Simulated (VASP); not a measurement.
A run of VASP 6.6.1:

The input INCAR:

```
ALGO = Normal ; EDIFF = 1E-8
ENCUT = 520 ; GGA = CA
ISIF = 2 ; ISMEAR = -1
LASPH = True ; LCHARG = False
LEFG = True ; LREAL = False
LWAVE = False ; NBANDS = 13
NELM = 80 ; PREC = Accurate
SIGMA = 0.03
```

KPOINTS

```
k-points
0
Gamma
  12 12 12
```

The input POSCAR:

```
HfH2
1.0
   -1.7390000000      1.7390000000      2.1805000000
    1.7390000000     -1.7390000000      2.1805000000
    1.7390000000      1.7390000000     -2.1805000000
Hf H
1 2
Direct
    0.0000000000      0.0000000000      0.0000000000
    0.7500000000      0.2500000000      0.5000000000
    0.2500000000      0.7500000000      0.5000000000
```

Potentials or basis: VASP PAW LDA potentials, release 64 (Hf_pv, H).

Launch:

```bash
$ cat potpaw_LDA.64/Hf_pv/POTCAR potpaw_LDA.64/H/POTCAR > POTCAR
$ mpirun -np 1 vasp_std > vasp.out
```

Hardware: 1 thread of Intel Xeon 8259CL (shared host).

Estimate the wall time of this run.

It took 66 s on 1 thread of Intel Xeon 8259CL (shared host), peak memory 0.18 GiB. Counts: scf iterations 14, k points 163.
